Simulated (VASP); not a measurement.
Crystal: Os.

```xyz
2
Lattice="2.7000 0.0000 0.0000 -1.3500 2.3383 0.0000 0.0000 0.0000 4.4091" Properties=species:S:1:pos:R:3 pbc="T T T"
Os    0.0000    1.5588    1.1023
Os    1.3500    0.7794    3.3068
```

* Program: VASP 6.6.1
* Task: relaxation of cell and atoms
* Functional: LDA
* Potentials or basis: VASP PAW LDA potentials, release 64 (Os)
* Cutoff: 600 eV
* k mesh: 9 × 9 × 5
* Occupations: fermi-dirac, width 0.05 eV
* Spin: no spin polarisation

At the start: pressure -6.1 GPa; volume 13.92 Å³/atom.

Problem. How do energy, volume and symmetry change on relaxing?

Solution. Over 6 steps the energy falls by 24.3 meV/atom and the volume is 13.73 Å³/atom (-1.3 %); space group P6_3/mmc (No. 194, to 0.05 Å).

The path:
| step | energy change (eV) | largest force (eV/Å) | pressure (GPa) | volume (Å³) |
| --- | --- | --- | --- | --- |
| 1 | 0.0000 | 0.0000 | -6.13 | 27.84 |
| 2 | 0.3295 | 0.0000 | 40.21 | 25.67 |
| 3 | -0.0447 | 0.0000 | 2.42 | 27.30 |
| 4 | -0.0451 | 0.0000 | 3.30 | 27.25 |
| 5 | -0.0234 | 0.0000 | -8.70 | 28.04 |
| 6 | -0.0487 | 0.0000 | -0.20 | 27.46 |

Final structure:
```
Os
1.0
     2.71633    0.00000    0.00000
    -1.35817    2.35241    0.00000
     0.00000    0.00000    4.29794
Os
2
Direct
  0.33333 0.66667 0.25000
  0.66667 0.33333 0.75000
```
